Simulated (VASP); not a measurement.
Input of a VASP 6.6.1 run:

Contents of INCAR:

```
SYSTEM = Cd
PREC = Accurate ; ENCUT = 520
EDIFF = 1E-7 ; ISMEAR = 0
SIGMA = 0.05 ; LREAL = .False.
LASPH = .True. ; NELM = 80
ALGO = Normal ; ISIF = 2
LWAVE = .False. ; LCHARG = .False.
GGA = PS ; NBANDS = 19
```

File KPOINTS:

```
Automatic mesh
0
Gamma
  14 14 8
  0 0 0
```

The input POSCAR:

```
Cd
1.0
    2.7226046761      0.0000000000      0.0000000000
   -1.3613023380      2.3578448139      0.0000000000
    0.0000000000      0.0000000000      4.5292610006
Cd
2
Direct
    0.3333333333      0.6666666667      0.2500000000
    0.6666666667      0.3333333333      0.7500000000
```

Potentials or basis: VASP PAW PBE potentials, release 64 (Cd).

Command:

```sh
$ cat potpaw_PBE.64/Cd/POTCAR > POTCAR
$ mpirun -np 1 vasp_std > vasp.out
```

Question: Predict the pressure.

Answer: 60.8 GPa.

Question: Estimate the band gap on the k mesh.

Answer: Zero (band 12 reaches 8.02 eV, above the bottom of band 13 at 5.79 eV).

Stress tensor (GPa, compression positive):
```
60.85  0.00  0.00
 0.00 60.85  0.00
 0.00  0.00 60.73
```

Caveat: the PAW data sets were made with another functional, which shifts forces and pressure a little.
